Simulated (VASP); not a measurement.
Runs of VASP 6.6.1 on TiB2. The structure is that of space group P6/mmm (No. 191), or close to it. The cells are those of the table. 

| cell | gap on the mesh (eV) | pressure (GPa) |
| --- | --- | --- |
| a = 3.047, b = 3.047, c = 3.224 Å, angles 90.0, 90.0, 120.0°, 3 atoms | none | -2.4 |
| a = 3.077, b = 3.077, c = 3.224 Å, angles 90.0, 90.0, 120.0°, 3 atoms | none | -7.4 |
| a = 2.971, b = 2.971, c = 3.224 Å, angles 90.0, 90.0, 120.0°, 3 atoms | none | (c) |
| a = 3.001, b = 3.001, c = 3.224 Å, angles 90.0, 90.0, 120.0°, 3 atoms | none | 6.0 |
| a = 3.092, b = 3.092, c = 3.224 Å, angles 90.0, 90.0, 120.0°, 3 atoms | none | -9.8 |
| a = 2.986, b = 2.986, c = 3.224 Å, angles 90.0, 90.0, 120.0°, 3 atoms | none | (b) |
| a = 3.085, b = 3.085, c = 3.224 Å, angles 90.0, 90.0, 120.0°, 3 atoms | none | (a) |
| a = 3.062, b = 3.062, c = 3.224 Å, angles 90.0, 90.0, 120.0°, 3 atoms | none | -5.0 |

Alike in all rows: task single point; level PBE; potentials or basis VASP PAW PBE potentials, release 64 (Ti_sv, B); no spin polarisation; k mesh 18 × 18 × 14; cutoff (eV) 520; smearing gaussian 0.15 eV.

Fill in the values left out.

(a) -8.7; (b) 9.1; (c) 12.3.

A gap of «none» marks levels without a gap at the run's occupations.
